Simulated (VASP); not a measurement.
BP, 2 atoms in the cell. Symmetry: F-43m, No. 216, cubic system. Conventional cell: a = 4.520 Å, b = 4.520 Å, c = 4.520 Å, α = 90.00°, β = 90.00°, γ = 90.00°. B (site symmetry -43m) has 4 P at 1.96 Å within 2.6 Å. Within 2.6 Å of P (site symmetry -43m) lie 4 B at 1.96 Å. 

* Program: VASP 6.6.1
* Task: single point
* Functional: PBEsol
* Potentials or basis: VASP PAW PBE potentials, release 64 (B, P)
* Cutoff: 520 eV
* k mesh: 10 × 10 × 10
* Occupations: gaussian, width 0.02 eV
* Spin: no spin polarisation
* Dipole correction: no
* Further INCAR settings: ALGO = Normal; EDIFF = 1e-06; NBANDS = 11

Potentials or basis: VASP PAW PBE potentials, release 64 (B, P).

Launch:

```sh
$ cat potpaw_PBE.64/B/POTCAR potpaw_PBE.64/P/POTCAR > POTCAR
$ mpirun -np 1 vasp_std > vasp.out
```

Hardware: 1 thread of Intel(R) Xeon(R) Platinum 8488C (Sapphire Rapids) (shared host).

Estimate the wall time of this run.

Wall time 5.2 s on 1 thread of Intel(R) Xeon(R) Platinum 8488C (Sapphire Rapids), with other jobs on the host, peak memory 0.13 GiB. Counts: scf iterations 12, k points 47.
